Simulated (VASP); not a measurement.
# HfN in VASP: a series of runs

The runs below take HfN through single point, with LDA.

All numbers are computed with VASP 6.6.1; they aren't measurements. Logs are shortened: lines on timing, memory, paths and dates and some standing lists are left out, and cuts for length are marked.

### 1 The cell of the first run

Symmetry: Fm-3m, No. 225, cubic system. Conventional cell: a = 4.468 Å, b = 4.468 Å, c = 4.468 Å, α = 90.00°, β = 90.00°, γ = 90.00°. Hf (site symmetry m-3m) has 6 N at 2.23 Å within 3.0 Å. N (site symmetry m-3m) has 6 Hf at 2.23 Å within 3.0 Å.

### 2 Single point, LDA

INCAR reads:

```
PREC = Accurate
ENCUT = 520
EDIFF = 1E-6
ISMEAR = 0
SIGMA = 0.15
LREAL = False
LASPH = True
NELM = 80
ALGO = Normal
ISIF = 2
LWAVE = False
LCHARG = True
LELF = True
LVHAR = True
NBANDS = 14
```

KPOINTS reads:

```
Automatic mesh
0
Gamma
  18 18 18
```

POSCAR reads:

```
HfN
1.0
    0.0000000000      2.2339756793      2.2339756793
    2.2339756793      0.0000000000      2.2339756793
    2.2339756793      2.2339756793      0.0000000000
Hf N
1 1
Direct
    0.0000000000      0.0000000000      0.0000000000
    0.5000000000      0.5000000000      0.5000000000
```

Potentials or basis: VASP PAW LDA potentials, release 64 (Hf_pv, N).

Launch:

```
cat potpaw_LDA.64/Hf_pv/POTCAR potpaw_LDA.64/N/POTCAR > POTCAR
mpirun -np 1 vasp_std > vasp.out
```

OUTCAR:

```text
PREC = Accurate
   ENCUT = 520
   EDIFF = 1E-6
   ISMEAR = 0
   LREAL = False
   LASPH = True
   NELM = 80
   ISIF = 2

 ion  position               nearest neighbor table
   1  0.000  0.000  0.000-   2 2.23   2 2.23   2 2.23   2 2.23   2 2.23   2 2.23
   2  0.500  0.500  0.500-   1 2.23   1 2.23   1 2.23   1 2.23   1 2.23   1 2.23

  LATTYP: Found a face centered cubic cell.
 ALAT       =     4.4679513586

  Lattice vectors:

 A1 = (   0.0000000000,   2.2339756793,   2.2339756793)
 A2 = (   2.2339756793,   0.0000000000,   2.2339756793)
 A3 = (   2.2339756793,   2.2339756793,   0.0000000000)

Analysis of symmetry for initial positions (statically):
=====================================================================
 Subroutine PRICEL returns:
 Original cell was already a primitive cell.

 Routine SETGRP: Setting up the symmetry group for a
 face centered cubic supercell.

 Subroutine GETGRP returns: Found 48 space group operations
 (whereof 48 operations were pure point group operations)
 out of a pool of 48 trial point group operations.

The static configuration has the point symmetry O_h .

Analysis of symmetry for dynamics (positions and initial velocities):
=====================================================================
 Subroutine PRICEL returns:
 Original cell was already a primitive cell.

 Routine SETGRP: Setting up the symmetry group for a
 face centered cubic supercell.

 Subroutine GETGRP returns: Found 48 space group operations
 (whereof 48 operations were pure point group operations)
 out of a pool of 48 trial point group operations.

The dynamic configuration has the point symmetry O_h .

 Subroutine INISYM returns: Found 48 space group operations
 (whereof 48 operations are pure point group operations),
 and found     1 'primitive' translations

----------------------------------------------------------------------------------------

                                     Primitive cell

  volume of cell :      22.2980

  direct lattice vectors                    reciprocal lattice vectors
     0.000000000  2.233975679  2.233975679    -0.223816224  0.223816224  0.223816224
     2.233975679  0.000000000  2.233975679     0.223816224 -0.223816224  0.223816224
     2.233975679  2.233975679  0.000000000     0.223816224  0.223816224 -0.223816224

  length of vectors
     3.159318704  3.159318704  3.159318704     0.387661071  0.387661071  0.387661071

  position of ions in fractional coordinates (direct lattice)
     0.000000000  0.000000000  0.000000000
     0.500000000  0.500000000  0.500000000

  ion indices of the primitive-cell ions
   primitive index   ion index
[... 87 lines left out ...]
   EMIN   =  10.00;   EMAX   =-10.00  energy-range for DOS
   EFERMI =   0.00;   METHOD = LEGACY
   ISMEAR =     0;   SIGMA  =   0.15  broadening in eV -4-tet -1-fermi 0-gaus
   EFERMI_NEDOS =   21; number of points for ismear=-14 and -15
   IALGO  =     38    algorithm
   IMIX   =      4    mixing-type and parameters
     AMIX     =   0.40;   BMIX     =  1.00
     AMIX_MAG =   1.60;   BMIX_MAG =  1.00
  volume/ion in A,a.u.               =      11.15        75.24
  Fermi-wavevector in a.u.,A,eV,Ry     =   1.434444  2.710705 27.995735  2.057628
  Thomas-Fermi vector in A             =   2.553851
   LORBIT       =      0    0 simple, 1 ext, 2 COOP (PROOUT), +10 PAW based schemes
   GGA     = CA    functional components
   LHFCALC =     F    Hartree Fock is set to
   AEXX    =    0.0000 exact exchange contribution
   IVDW    =     0    specifies the selected vdW correction
   LEPSILON=     F    determine dielectric tensor
   LRPA    =     F    only Hartree local field effects (RPA)
 non-spin polarized calculation
 Gauss-broadening in eV      SIGMA  =   0.15
  energy-cutoff  :      520.00
  volume of cell :       22.30
 maximum number of plane-waves:       620
   NGX = 11   NGY = 11   NGZ = 11

 number of electron      14.9999999 magnetization

 Free energy of the ion-electron system (eV)
  ---------------------------------------------------
  ext. energy  EPLUGINS =         0.00000000
  ---------------------------------------------------
  free energy    TOTEN  =       -23.87221445 eV

  energy without entropy =      -23.86520566  energy(sigma->0) =      -23.86871005

 E-fermi :   8.4891     XC(G=0): -13.1528

 val. band max:        8.4741211862   @ k =  -0.1111   0.0556   0.0000
 cond. band min:       8.5043360815   @ k =   0.1111   0.0000   0.0000
 fundamental gap:      0.0302148953
 Fermi energy:         8.4890844220

 k-point     1 :       0.0000    0.0000    0.0000
  band No.  band energies     occupation
      1     -22.3043      2.00000
      2     -22.3043      2.00000
      3     -22.3043      2.00000
      4      -8.9286      2.00000
      5       5.5128      2.00000
      6       5.5128      2.00000
      7       5.5128      2.00000
      8       8.0901      1.99983
      9       8.0901      1.99983
     10       8.0901      1.99983
     11      10.4909      0.00000
     12      10.4909      0.00000
     13      10.8190      0.00000
     14      18.2299      0.00000
[... 377 lines left out ...]
      1     -22.8594      2.00000
      2     -22.3890      2.00000
      3     -22.3366      2.00000
      4      -7.6189      2.00000
      5       2.0820      2.00000
      6       3.2886      2.00000
      7       3.6928      2.00000
      8       8.9460      0.00002
      9       9.4475      0.00000
     10      10.3627      0.00000
     11      12.7683      0.00000
     12      14.0492      0.00000
     13      14.4634      0.00000
     14      19.9989      0.00000

 [... further k-points ...]

------------------------ aborting loop because EDIFF is reached ----------------------------------------

  FORCE on cell =-STRESS in cart. coord.  units (eV):
  Direction    XX          YY          ZZ          XY          YZ          ZX
  --------------------------------------------------------------------------------------
  -------------------------------------------------------------------------------------
  Total       -0.1645812     -0.1645812     -0.1645812      0.0000000      0.0000000      0.0000000
  in kB      -11.8256645    -11.8256645    -11.8256645      0.0000000      0.0000000      0.0000000
  external PRESSURE =     -11.8256645 kB  Pullay stress =       0.0000000 kB

 VOLUME and BASIS-vectors are now :
 -----------------------------------------------------------------------------
  energy-cutoff  :      520.00
  volume of cell :       22.30
      direct lattice vectors                 reciprocal lattice vectors
     0.000000000  2.233975679  2.233975679    -0.223816224  0.223816224  0.223816224
     2.233975679  0.000000000  2.233975679     0.223816224 -0.223816224  0.223816224
     2.233975679  2.233975679  0.000000000     0.223816224  0.223816224 -0.223816224

 POSITION                                       TOTAL-FORCE (eV/Angst)
 -----------------------------------------------------------------------------------
      0.00000      0.00000      0.00000        -0.000000     -0.000000     -0.000000
      2.23398      2.23398      2.23398         0.000000      0.000000      0.000000
 -----------------------------------------------------------------------------------
    total drift:                                0.000000     -0.000000     -0.000000

  FREE ENERGIE OF THE ION-ELECTRON SYSTEM (eV)
  ---------------------------------------------------
  free  energy   TOTEN  =       -23.8722144506 eV

  energy  without entropy=      -23.8652056571  energy(sigma->0) =      -23.86871005
```

stdout:

```text
POSCAR found type information on POSCAR HfN
 POSCAR found :  2 types and       2 ions
 scaLAPACK will be used
 LDA part: xc-table for (Slater(with rela. corr.)+CA(PZ))
 , standard interpolation
 POSCAR, INCAR and KPOINTS ok, starting setup
 FFT: planning ... GRIDC
 FFT: planning ... GRID_SOFT
 FFT: planning ... GRID
 WAVECAR not read
 entering main loop
```

Run time: 14 s. Hardware: 1 thread of Intel Xeon 6975P-C (Granite Rapids), shared host; peak memory 0.17 GiB.

What came out:

| Quantity | Value |
| --- | --- |
| Free energy | -23.8722 eV |
| Pressure | -1.2 GPa |

Caveat: spin-orbit coupling is left out, which moves the levels of the heavy elements.

### 3 Single point, LDA

This run uses another cell than the first one, of 10.27 Å³/atom, 0.922 times its volume.

INCAR reads:

```
SYSTEM = HfN
PREC     = Accurate       ! precision mode
ENCUT    = 520            ! plane-wave cutoff, eV
EDIFF    = 1E-7           ! SCF threshold, eV
ISMEAR   = 0              ! smearing method
SIGMA    = 0.15           ! smearing width, eV
LREAL    = .False.        ! projectors in reciprocal space
LASPH    = .True.         ! aspherical terms in the spheres
NELM     = 100            ! most SCF steps
ALGO     = Normal         ! electronic algorithm
ISIF     = 2              ! what is computed and relaxed
LWAVE    = .False.        ! write WAVECAR
LCHARG   = .False.        ! write CHGCAR
NBANDS   = 14             ! bands
```

KPOINTS reads:

```
regular mesh
0
Gamma
  18 18 18
  0 0 0
```

POSCAR reads:

```
HfN
1.0
    0.0000000000      2.1446166521      2.2339756793
    2.1446166521      0.0000000000      2.2339756793
    2.1446166521      2.1446166521      0.0000000000
Hf N
1 1
Direct
    0.0000000000      0.0000000000      0.0000000000
    0.5000000000      0.5000000000      0.5000000000
```

Potentials or basis: VASP PAW LDA potentials, release 64 (Hf_pv, N).

Launch:

```
cat potpaw_LDA.64/Hf_pv/POTCAR potpaw_LDA.64/N/POTCAR > POTCAR
mpirun -np 1 vasp_std > vasp.out
```

OUTCAR:

```text
SYSTEM = HfN
   PREC = Accurate
   ENCUT = 520
   EDIFF = 1E-7
   ISMEAR = 0
   LREAL = .False.
   LASPH = .True.
   NELM = 100
   ISIF = 2

 ion  position               nearest neighbor table
   1  0.000  0.000  0.000-   2 2.14   2 2.14   2 2.14   2 2.14   2 2.23   2 2.23
   2  0.500  0.500  0.500-   1 2.14   1 2.14   1 2.14   1 2.14   1 2.23   1 2.23

  LATTYP: Found a body centered tetragonal cell.
 ALAT       =     3.0329459555
 C/A-ratio  =     1.4731391275

  Lattice vectors:

 A1 = (  -2.1446166521,   0.0000000000,   2.2339756793)
 A2 = (   2.1446166521,   0.0000000000,   2.2339756793)
 A3 = (   0.0000000000,   2.1446166521,  -2.2339756793)

Analysis of symmetry for initial positions (statically):
=====================================================================
 Subroutine PRICEL returns:
 Original cell was already a primitive cell.

 Routine SETGRP: Setting up the symmetry group for a
 body centered tetragonal supercell.

 Subroutine GETGRP returns: Found 16 space group operations
 (whereof 16 operations were pure point group operations)
 out of a pool of 16 trial point group operations.

The static configuration has the point symmetry D_4h.

Analysis of symmetry for dynamics (positions and initial velocities):
=====================================================================
 Subroutine PRICEL returns:
 Original cell was already a primitive cell.

 Routine SETGRP: Setting up the symmetry group for a
 body centered tetragonal supercell.

 Subroutine GETGRP returns: Found 16 space group operations
 (whereof 16 operations were pure point group operations)
 out of a pool of 16 trial point group operations.

The dynamic configuration has the point symmetry D_4h.

 Subroutine INISYM returns: Found 16 space group operations
 (whereof 16 operations are pure point group operations),
 and found     1 'primitive' translations

----------------------------------------------------------------------------------------

                                     Primitive cell

  volume of cell :      20.5498

  direct lattice vectors                    reciprocal lattice vectors
     0.000000000  2.144616652  2.233975679    -0.233141900  0.233141900  0.223816224
     2.144616652  0.000000000  2.233975679     0.233141900 -0.233141900  0.223816224
     2.144616652  2.144616652  0.000000000     0.233141900  0.233141900 -0.223816224

  length of vectors
     3.096777021  3.096777021  3.032945955     0.398502186  0.398502186  0.398502186

  position of ions in fractional coordinates (direct lattice)
     0.000000000  0.000000000  0.000000000
     0.500000000  0.500000000  0.500000000

  ion indices of the primitive-cell ions
   primitive index   ion index
                 1           1
                 2           2

----------------------------------------------------------------------------------------

 KPOINTS: regular mesh

Automatic generation of k-mesh.
 Grid dimensions read from file:
 generate k-points for:   18   18   18

 Generating k-lattice:

  Cartesian coordinates                     Fractional coordinates (reciprocal lattice)
    -0.012952328  0.012952328  0.012434235     0.055555556  0.000000000  0.000000000
     0.012952328 -0.012952328  0.012434235     0.000000000  0.055555556  0.000000000
     0.012952328  0.012952328 -0.012434235    -0.000000000 -0.000000000  0.055555556

  Length of vectors
     0.022139010  0.022139010  0.022139010

[... 37 lines left out ...]
   total plane-waves  NPLWV =  13824
   dimension x,y,z NGX =    24 NGY =   24 NGZ =   24
   dimension x,y,z NGXF=    48 NGYF=   48 NGZF=   48
   ions per type =               1   1
   NGX,Y,Z   is equivalent  to a cutoff of  12.88, 12.88, 13.16 a.u.
   NGXF,Y,Z  is equivalent  to a cutoff of  25.77, 25.77, 26.31 a.u.
 SYSTEM =  HfN
   PREC   = accura    normal or accurate (medium, high low for compatibility)
   ISTART =      0    job   : 0-new  1-cont  2-samecut
   ICHARG =      2    charge: 1-file 2-atom 10-const
   ISPIN  =      1    spin polarized calculation?
   LNONCOLLINEAR =      F non collinear calculations
   LSORBIT =      F    spin-orbit coupling
   LASPH  =      T    aspherical Exc in radial PAW
   ENCUT  =  520.0 eV  38.22 Ry    6.18 a.u.   5.76  5.76  5.64*2*pi/ulx,y,z
   NELM   =    100;   NELMIN=  2; NELMDL= -5     # of ELM steps
   EDIFF  = 0.1E-06   stopping-criterion for ELM
   LREAL  =      F    real-space projection
   EDIFFG = 0.1E-05   stopping-criterion for IOM
   NSW    =      0    number of steps for IOM
   IBRION =     -1    ionic relax: 0-MD 1-quasi-New 2-CG
   NFREE  =      0    steps in history (QN), initial steepest desc. (CG)
   ISIF   =      2    stress and relaxation
   ISYM   =      2    0-nonsym 1-usesym 2-fastsym
   POTIM  = 0.5000    time-step for ionic-motion
   TEBEG  =    0.0;   TEEND  =   0.0 temperature during run
   PSTRESS=    0.0 pullay stress
   NELECT =      15.0000    total number of electrons
   NUPDOWN=      -1.0000    fix difference up-down
   EMIN   =  10.00;   EMAX   =-10.00  energy-range for DOS
   EFERMI =   0.00;   METHOD = LEGACY
   ISMEAR =     0;   SIGMA  =   0.15  broadening in eV -4-tet -1-fermi 0-gaus
   EFERMI_NEDOS =   21; number of points for ismear=-14 and -15
   IALGO  =     38    algorithm
   IMIX   =      4    mixing-type and parameters
     AMIX     =   0.40;   BMIX     =  1.00
     AMIX_MAG =   1.60;   BMIX_MAG =  1.00
  volume/ion in A,a.u.               =      10.27        69.34
  Fermi-wavevector in a.u.,A,eV,Ry     =   1.474018  2.785489 29.561756  2.172728
  Thomas-Fermi vector in A             =   2.588840
   LORBIT       =      0    0 simple, 1 ext, 2 COOP (PROOUT), +10 PAW based schemes
   GGA     = CA    functional components
   LHFCALC =     F    Hartree Fock is set to
   AEXX    =    0.0000 exact exchange contribution
   IVDW    =     0    specifies the selected vdW correction
   LEPSILON=     F    determine dielectric tensor
   LRPA    =     F    only Hartree local field effects (RPA)
 non-spin polarized calculation
 Gauss-broadening in eV      SIGMA  =   0.15
  energy-cutoff  :      520.00
  volume of cell :       20.55
 maximum number of plane-waves:       568
   NGX = 11   NGY = 11   NGZ = 11

 number of electron      15.0000002 magnetization

 Free energy of the ion-electron system (eV)
  ---------------------------------------------------
  ext. energy  EPLUGINS =         0.00000000
  ---------------------------------------------------
  free energy    TOTEN  =       -23.67895318 eV

  energy without entropy =      -23.67311300  energy(sigma->0) =      -23.67603309

 E-fermi :   9.2835     XC(G=0): -13.5793

 val. band max:        9.2795496682   @ k =  -0.2222   0.4444   0.2778
 cond. band min:       9.2877158912   @ k =  -0.1667   0.2778   0.1111
 fundamental gap:      0.0081662230
 Fermi energy:         9.2834556007

 k-point     1 :       0.0000    0.0000    0.0000
  band No.  band energies     occupation
      1     -21.2167      2.00000
      2     -21.1908      2.00000
      3     -21.1908      2.00000
      4      -8.6329      2.00000
      5       6.0198      2.00000
      6       6.3037      2.00000
      7       6.3037      2.00000
      8       8.4680      2.00000
      9       8.9943      1.99360
     10       8.9943      1.99360
     11      10.7129      0.00000
     12      11.8232      0.00000
     13      12.9107      0.00000
     14      19.2165      0.00000
[... 377 lines left out ...]
      1     -21.9786      2.00000
      2     -21.3347      2.00000
      3     -21.2075      2.00000
      4      -7.0166      2.00000
      5       2.5885      2.00000
      6       3.7414      2.00000
      7       4.0144      2.00000
      8       9.8685      0.00000
      9      10.4310      0.00000
     10      11.2734      0.00000
     11      13.1948      0.00000
     12      16.2020      0.00000
     13      16.4085      0.00000
     14      21.1763      0.00000

 [... further k-points ...]

------------------------ aborting loop because EDIFF is reached ----------------------------------------

  FORCE on cell =-STRESS in cart. coord.  units (eV):
  Direction    XX          YY          ZZ          XY          YZ          ZX
  --------------------------------------------------------------------------------------
  -------------------------------------------------------------------------------------
  Total        5.1546742      5.1546742      1.1507244      0.0000000      0.0000000      0.0000000
  in kB      401.8870590    401.8870590     89.7168723      0.0000000      0.0000000      0.0000000
  external PRESSURE =     297.8303301 kB  Pullay stress =       0.0000000 kB

 VOLUME and BASIS-vectors are now :
 -----------------------------------------------------------------------------
  energy-cutoff  :      520.00
  volume of cell :       20.55
      direct lattice vectors                 reciprocal lattice vectors
     0.000000000  2.144616652  2.233975679    -0.233141900  0.233141900  0.223816224
     2.144616652  0.000000000  2.233975679     0.233141900 -0.233141900  0.223816224
     2.144616652  2.144616652  0.000000000     0.233141900  0.233141900 -0.223816224

 POSITION                                       TOTAL-FORCE (eV/Angst)
 -----------------------------------------------------------------------------------
      0.00000      0.00000      0.00000         0.000000     -0.000000      0.000000
      2.14462      2.14462      2.23398        -0.000000      0.000000     -0.000000
 -----------------------------------------------------------------------------------
    total drift:                                0.000000     -0.000000     -0.000000

  FREE ENERGIE OF THE ION-ELECTRON SYSTEM (eV)
  ---------------------------------------------------
  free  energy   TOTEN  =       -23.6789531833 eV

  energy  without entropy=      -23.6731129950  energy(sigma->0) =      -23.67603309
```

Wall time 34 s (1 thread of Intel Xeon 6975P-C (Granite Rapids), shared host); peak memory 0.25 GiB.

Results:

* Free energy: -23.6790 eV
* Pressure: 29.8 GPa

Caveat: spin-orbit coupling is left out, which moves the levels of the heavy elements.

(Part 1 of 2 ends here.)
